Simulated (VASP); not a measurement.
A run of VASP 6.6.1:

Contents of INCAR:

```
ALGO = Normal
EDIFF = 1E-7
ENCUT = 520
GGA = PS
ISIF = 2
ISMEAR = -1
IVDW = 13
LASPH = T
LCHARG = F
LREAL = F
LWAVE = F
NBANDS = 17
NELM = 100
PREC = Accurate
SIGMA = 0.05
```

KPOINTS

```
k-points
0
Gamma
  8 8 8
```

File POSCAR:

```
PbS
1.0
    0.0000000000      3.0047775019      3.0047775019
    3.0047775019      0.0000000000      3.0047775019
    3.0047775019      3.0047775019      0.0000000000
Pb S
1 1
Direct
    0.0000000000      0.0000000000      0.0000000000
    0.5000000000      0.5000000000      0.5000000000
```

Potentials or basis: VASP PAW PBE potentials, release 64 (Pb_d, S).

Command:

```bash
$ cat potpaw_PBE.64/Pb_d/POTCAR potpaw_PBE.64/S/POTCAR > POTCAR
$ mpirun -np 1 vasp_std > vasp.out
```

Hardware: 1 thread of AMD EPYC 7R13 (shared host).

**Question.** Estimate the wall time of this run.

**Answer.** It took 67 s on 1 thread of AMD EPYC 7R13 (shared host), peak memory 0.15 GiB. Counts: scf iterations 13, k points 29.
